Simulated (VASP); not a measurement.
Input of a VASP 6.6.1 run:

The input POSCAR:

```
BN
1.0
    0.0000000000      1.8048137551      1.6604286547
    1.8048137551      0.0000000000      1.6604286547
    1.8048137551      1.8048137551      0.0000000000
B N
1 1
Direct
    0.0000000000      0.0000000000      0.0000000000
    0.7500000000      0.7500000000      0.7500000000
```

Contents of INCAR.step1:

```
ALGO = Normal
EDIFF = 1E-4
ENCUT = 520
GGA = PE
ISMEAR = 0
LASPH = T
LCHARG = F
LREAL = F
LWAVE = T
NBANDS = 11
NELM = 60
PREC = Accurate
SIGMA = 0.05
```

INCAR.step2

```
ALGO = Normal
EDIFF = 1E-6
ENCUT = 520
ISIF = 2
ISMEAR = 0
ISTART = 1
LASPH = T
LCHARG = F
LMIXTAU = T
LREAL = F
LWAVE = F
METAGGA = R2SCAN
NBANDS = 11
NELM = 60
PREC = Accurate
SIGMA = 0.05
```

File KPOINTS:

```
k-points
0
Gamma
  12 12 12
```

Potentials or basis: VASP PAW PBE potentials, release 64 (B, N).

The run is started by

```console
$ cat potpaw_PBE.64/B/POTCAR potpaw_PBE.64/N/POTCAR > POTCAR
$ cp INCAR.step1 INCAR
$ mpirun -np 1 vasp_std > vasp.out
$ cp INCAR.step2 INCAR
$ mpirun -np 1 vasp_std > vasp.out
```

Task: Estimate the band gap on the k mesh.

Result: 3.57 eV (least direct gap 9.12 eV).

Task: Predict the pressure.

Result: 39.3 GPa.

Stress tensor (GPa, compression positive):
```
22.24  0.00  0.00
 0.00 22.24  0.00
 0.00  0.00 73.35
```

Caveat: the cell differs from its parent crystal (strain +0.000 along x and y, -0.080 along z); the cell stands under pressure; the PAW data sets were made with another functional, which shifts forces and pressure a little. A k mesh can miss the band edges.
